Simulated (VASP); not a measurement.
# Co (P6_3/mmc) in VASP: further runs

Aim: see how the results for Co move with the level of theory and the settings. Levels: b88 exchange, pbe correlation, r2SCAN. Tasks: single point.

Everything below comes from runs of VASP 6.6.1. Logs are shortened: lines on timing, memory, paths and dates and some standing lists are left out, and cuts for length are marked.

### Step 1. The cell of the first run

Symmetry: P6_3/mmc, No. 194, hexagonal system. The conventional cell has a = 2.420 Å, b = 2.420 Å, c = 7.923 Å, α = 90.00°, β = 90.00°, γ = 120.00°. Co (site symmetry -6m2) has 12 Co at 2.42 Å within 3.2 Å. Co (site symmetry -3m) has 12 Co at 2.42 Å within 3.2 Å.

### Step 2. Single point, b88 exchange, pbe correlation, collinear spin, ferromagnetic start

Contents of INCAR:

```
  PREC = Accurate
  ENCUT = 600
  EDIFF = 1E-6
  ISMEAR = -1
  SIGMA = 0.05
  LREAL = False
  LASPH = True
  NELM = 200
  ALGO = Normal
  ISIF = 2
  LWAVE = False
  LCHARG = True
  ISPIN = 2
  MAGMOM = 2 2 2 2
  LORBIT = 11
  LMAXMIX = 4
  GGA = LIBXC
  LIBXC1 = GGA_X_B88
  LIBXC2 = GGA_C_PBE
  LELF = True
  LVHAR = True
  NBANDS = 30
  GGA_COMPAT = False
```

Contents of KPOINTS:

```
regular mesh
0
Gamma
  12 12 4
```

Contents of POSCAR:

```
Co
1.0
    2.4201280013      0.0000000000      0.0000000000
   -1.2100640007      2.0958923296      0.0000000000
    0.0000000000      0.0000000000      7.9231214745
Co
4
Direct
    0.6666666667      0.3333333333      0.7500000000
    0.0000000000      0.0000000000      0.5000000000
    0.3333333333      0.6666666667      0.2500000000
    0.0000000000      0.0000000000      0.0000000000
```

Potentials or basis: VASP PAW PBE potentials, release 64 (Co).

Command:

```console
$ cat potpaw_PBE.64/Co/POTCAR > POTCAR
$ mpirun -np 1 vasp_std > vasp.out
```

OUTCAR:

```text
PREC = Accurate
   ENCUT = 600
   EDIFF = 1E-6
   ISMEAR = -1
   LREAL = False
   LASPH = True
   NELM = 200
   ISIF = 2
   ISPIN = 2
   LORBIT = 11
   GGA = LIBXC

 ion  position               nearest neighbor table
   1  0.667  0.333  0.750-   2 2.42   4 2.42   2 2.42   4 2.42   2 2.42   4 2.42
   2  0.000  0.000  0.500-   1 2.42   3 2.42   1 2.42   3 2.42   1 2.42   3 2.42
   3  0.333  0.667  0.250-   2 2.42   4 2.42   2 2.42   4 2.42   2 2.42   4 2.42
   4  0.000  0.000  0.000-   1 2.42   3 2.42   1 2.42   3 2.42   1 2.42   3 2.42

  LATTYP: Found a hexagonal cell.
 ALAT       =     2.4201280013
 C/A-ratio  =     3.2738439745

  Lattice vectors:

 A1 = (   2.4201280013,   0.0000000000,   0.0000000000)
 A2 = (  -1.2100640007,   2.0958923296,   0.0000000000)
 A3 = (   0.0000000000,   0.0000000000,   7.9231214745)

Analysis of symmetry for initial positions (statically):
=====================================================================
 Subroutine PRICEL returns:
 Original cell was already a primitive cell.

 Routine SETGRP: Setting up the symmetry group for a
 hexagonal supercell.

 Subroutine GETGRP returns: Found 24 space group operations
 (whereof 12 operations were pure point group operations)
 out of a pool of 24 trial point group operations.

The static configuration has the point symmetry D_3d.
 The point group associated with its full space group is D_6h.

Analysis of symmetry for dynamics (positions and initial velocities):
=====================================================================
 Subroutine PRICEL returns:
 Original cell was already a primitive cell.

 Routine SETGRP: Setting up the symmetry group for a
 hexagonal supercell.

 Subroutine GETGRP returns: Found 24 space group operations
 (whereof 12 operations were pure point group operations)
 out of a pool of 24 trial point group operations.

The dynamic configuration has the point symmetry D_3d.
 The point group associated with its full space group is D_6h.

Analysis of structural, dynamic, and magnetic symmetry:
=====================================================================
 Subroutine PRICEL returns:
 Original cell was already a primitive cell.

 Routine SETGRP: Setting up the symmetry group for a
 hexagonal supercell.

 Subroutine GETGRP returns: Found 24 space group operations
 (whereof 12 operations were pure point group operations)
 out of a pool of 24 trial point group operations.

The overall configuration has the point symmetry D_3d.
 The point group associated with its full space group is D_6h.

 Subroutine INISYM returns: Found 24 space group operations
 (whereof 12 operations are pure point group operations),
 and found     1 'primitive' translations

----------------------------------------------------------------------------------------

                                     Primitive cell

  volume of cell :      40.1887

  direct lattice vectors                    reciprocal lattice vectors
     2.420128001  0.000000000  0.000000000     0.413201285  0.238561873  0.000000000
    -1.210064001  2.095892330  0.000000000     0.000000000  0.477123746  0.000000000
     0.000000000  0.000000000  7.923121475     0.000000000  0.000000000  0.126212883

  length of vectors
     2.420128001  2.420128001  7.923121475     0.477123746  0.477123746  0.126212883

  position of ions in fractional coordinates (direct lattice)
     0.666666667  0.333333333  0.750000000
     0.000000000  0.000000000  0.500000000
     0.333333333  0.666666667  0.250000000
     0.000000000  0.000000000  0.000000000

  ion indices of the primitive-cell ions
   primitive index   ion index
                 1           1
                 2           2
                 3           3
                 4           4

----------------------------------------------------------------------------------------

 KPOINTS: regular mesh

Automatic generation of k-mesh.
 Grid dimensions read from file:
 generate k-points for:   12   12    4

 Generating k-lattice:

  Cartesian coordinates                     Fractional coordinates (reciprocal lattice)
     0.034433440  0.019880156  0.000000000     0.083333333  0.000000000  0.000000000
     0.000000000  0.039760312  0.000000000     0.000000000  0.083333333  0.000000000
     0.000000000  0.000000000  0.031553221     0.000000000  0.000000000  0.250000000

  Length of vectors
     0.039760312  0.039760312  0.031553221

  Shift w.r.t. Gamma in fractional coordinates (k-lattice)
     0.000000000  0.000000000  0.000000000

 Subroutine IBZKPT returns following result:
 ===========================================

 Found     57 irreducible k-points:

 Following reciprocal coordinates:
            Coordinates               Weight
  0.000000  0.000000  0.000000      1.000000
  0.083333 -0.000000  0.000000      6.000000
  0.166667 -0.000000  0.000000      6.000000
  0.250000 -0.000000  0.000000      6.000000
  0.333333  0.000000  0.000000      6.000000
  0.416667  0.000000  0.000000      6.000000
[... 16 lines left out ...]
  0.250000 -0.000000  0.250000     12.000000
  0.333333  0.000000  0.250000     12.000000
 [... further k-points ...]
   k-points           NKPTS =     57   k-points in BZ     NKDIM =     57   number of bands    NBANDS=     30
   number of dos      NEDOS =    301   number of ions     NIONS =      4
   total plane-waves  NPLWV =  25600
   dimension x,y,z NGX =    20 NGY =   20 NGZ =   64
   dimension x,y,z NGXF=    40 NGYF=   40 NGZF=  128
   ions per type =               4
   NGX,Y,Z   is equivalent  to a cutoff of  13.74, 13.74, 13.43 a.u.
   NGXF,Y,Z  is equivalent  to a cutoff of  27.48, 27.48, 26.86 a.u.
 SYSTEM =  unknown system
   PREC   = accura    normal or accurate (medium, high low for compatibility)
   ISTART =      0    job   : 0-new  1-cont  2-samecut
   ICHARG =      2    charge: 1-file 2-atom 10-const
   ISPIN  =      2    spin polarized calculation?
   LNONCOLLINEAR =      F non collinear calculations
   LSORBIT =      F    spin-orbit coupling
   LASPH  =      T    aspherical Exc in radial PAW
   ENCUT  =  600.0 eV  44.10 Ry    6.64 a.u.   4.83  4.83 15.82*2*pi/ulx,y,z
   NELM   =    200;   NELMIN=  2; NELMDL= -5     # of ELM steps
   EDIFF  = 0.1E-05   stopping-criterion for ELM
   LREAL  =      F    real-space projection
   EDIFFG = 0.1E-04   stopping-criterion for IOM
   NSW    =      0    number of steps for IOM
   IBRION =     -1    ionic relax: 0-MD 1-quasi-New 2-CG
   NFREE  =      0    steps in history (QN), initial steepest desc. (CG)
   ISIF   =      2    stress and relaxation
   ISYM   =      2    0-nonsym 1-usesym 2-fastsym
   POTIM  = 0.5000    time-step for ionic-motion
   TEBEG  =    0.0;   TEEND  =   0.0 temperature during run
   PSTRESS=    0.0 pullay stress
   NELECT =      36.0000    total number of electrons
   NUPDOWN=      -1.0000    fix difference up-down
   EMIN   =  10.00;   EMAX   =-10.00  energy-range for DOS
   EFERMI =   0.00;   METHOD = LEGACY
   ISMEAR =    -1;   SIGMA  =   0.05  broadening in eV -4-tet -1-fermi 0-gaus
   EFERMI_NEDOS =   21; number of points for ismear=-14 and -15
   IALGO  =     38    algorithm
   IMIX   =      4    mixing-type and parameters
     AMIX     =   0.40;   BMIX     =  1.00
     AMIX_MAG =   1.60;   BMIX_MAG =  1.00
  volume/ion in A,a.u.               =      10.05        67.80
  Fermi-wavevector in a.u.,A,eV,Ry     =   1.578124  2.982222 33.884974  2.490475
  Thomas-Fermi vector in A             =   2.678702
   LORBIT       =     11    0 simple, 1 ext, 2 COOP (PROOUT), +10 PAW based schemes
   GGA     = LIBXC    functional components
   LHFCALC =     F    Hartree Fock is set to
   AEXX    =    0.0000 exact exchange contribution
   IVDW    =     0    specifies the selected vdW correction
   LEPSILON=     F    determine dielectric tensor
   LRPA    =     F    only Hartree local field effects (RPA)
 spin polarized calculation
  energy-cutoff  :      600.00
  volume of cell :       40.19
 maximum number of plane-waves:      1374
 NGX is ok and might be reduce to    20
   NGX =  9   NGY =  9   NGZ = 31

 number of electron      35.9999994 magnetization       6.1989197

 Free energy of the ion-electron system (eV)
  ---------------------------------------------------
  ext. energy  EPLUGINS =         0.00000000
  ---------------------------------------------------
  free energy    TOTEN  =       -27.53596428 eV

  energy without entropy =      -27.50181183  energy(sigma->0) =      -27.51888805

 E-fermi :  11.3854     XC(G=0): -13.8813

 val. band max:       11.3839295946   @ k =   0.3333   0.0833   0.5000
 cond. band min:      11.3868383475   @ k =   0.3333   0.0833   0.0000
 fundamental gap:      0.0029087529
 Fermi energy:        11.3853894998

 spin component 1

 k-point     1 :       0.0000    0.0000    0.0000
  band No.  band energies     occupation
      1       1.9764      1.00000
      2       4.2837      1.00000
      3       4.3064      1.00000
      4       5.8465      1.00000
      5       8.2186      1.00000
      6       8.2546      1.00000
[... 781 lines left out ...]
     29      26.8978      0.00000
     30      27.7826      0.00000

 [... further k-points ...]

 spin component 2

 k-point     1 :       0.0000    0.0000    0.0000
  band No.  band energies     occupation
      1       2.0233      1.00000
      2       4.4128      1.00000
      3       4.4163      1.00000
      4       6.7249      1.00000
      5       9.4726      1.00000
      6       9.5334      1.00000
[... 781 lines left out ...]
     29      27.2879      0.00000
     30      28.2031      0.00000

 [... further k-points ...]
[... 5 lines left out ...]
  --------------------------------------------------------------------------------------
  -------------------------------------------------------------------------------------
  Total        4.9786382      4.9786382      4.0629082     -0.0000000      0.0000000      0.0000000
  in kB      198.4803567    198.4803567    161.9735025     -0.0000000      0.0000000      0.0000000
  external PRESSURE =     186.3114053 kB  Pullay stress =       0.0000000 kB

 VOLUME and BASIS-vectors are now :
 -----------------------------------------------------------------------------
  energy-cutoff  :      600.00
  volume of cell :       40.19
      direct lattice vectors                 reciprocal lattice vectors
     2.420128001  0.000000000  0.000000000     0.413201285  0.238561873  0.000000000
    -1.210064001  2.095892330  0.000000000     0.000000000  0.477123746  0.000000000
     0.000000000  0.000000000  7.923121475     0.000000000  0.000000000  0.126212883

 POSITION                                       TOTAL-FORCE (eV/Angst)
 -----------------------------------------------------------------------------------
      1.21006      0.69863      5.94234         0.000000      0.000000      0.000000
      0.00000      0.00000      3.96156         0.000000      0.000000     -0.000000
     -0.00000      1.39726      1.98078        -0.000000      0.000000     -0.000000
      0.00000      0.00000      0.00000         0.000000      0.000000     -0.000000
 -----------------------------------------------------------------------------------
    total drift:                                0.000000     -0.000000      0.000000

  FREE ENERGIE OF THE ION-ELECTRON SYSTEM (eV)
  ---------------------------------------------------
  free  energy   TOTEN  =       -27.5359642756 eV

  energy  without entropy=      -27.5018118254  energy(sigma->0) =      -27.51888805

 total charge

# of ion       s       p       d       tot
------------------------------------------
    1        0.522   0.591   7.322   8.435
    2        0.522   0.587   7.331   8.441
    3        0.522   0.591   7.322   8.435
    4        0.522   0.587   7.331   8.441
--------------------------------------------------
tot          2.089   2.356  29.307  33.752

 magnetization (x)

# of ion       s       p       d       tot
------------------------------------------
    1       -0.014  -0.051   1.629   1.564
    2       -0.015  -0.048   1.604   1.541
    3       -0.014  -0.051   1.629   1.564
    4       -0.015  -0.048   1.604   1.541
--------------------------------------------------
tot         -0.058  -0.198   6.467   6.211
```

It took 3.2 min on 1 thread of Intel Xeon Platinum 8259CL at 2.50GHz (Skylake/Cascade Lake), shared host; peak memory 0.25 GiB.

What came out:

```yaml
Free_energy: -27.5360 eV
Pressure: 18.6 GPa
Net_moment: 6.20 μB per cell
Site_moments: Co +1.56, +1.54 (each value once) μB
Valence_electrons_inside_the_program's_atomic_spheres: Co 8.44
```

Stress tensor (GPa, compression positive):
```
19.85  0.00  0.00
 0.00 19.85  0.00
 0.00  0.00 16.20
```

Caveat: the cell stands under pressure; the PAW data sets were made with another functional, which shifts forces and pressure a little.

[end of part 1 of 2]
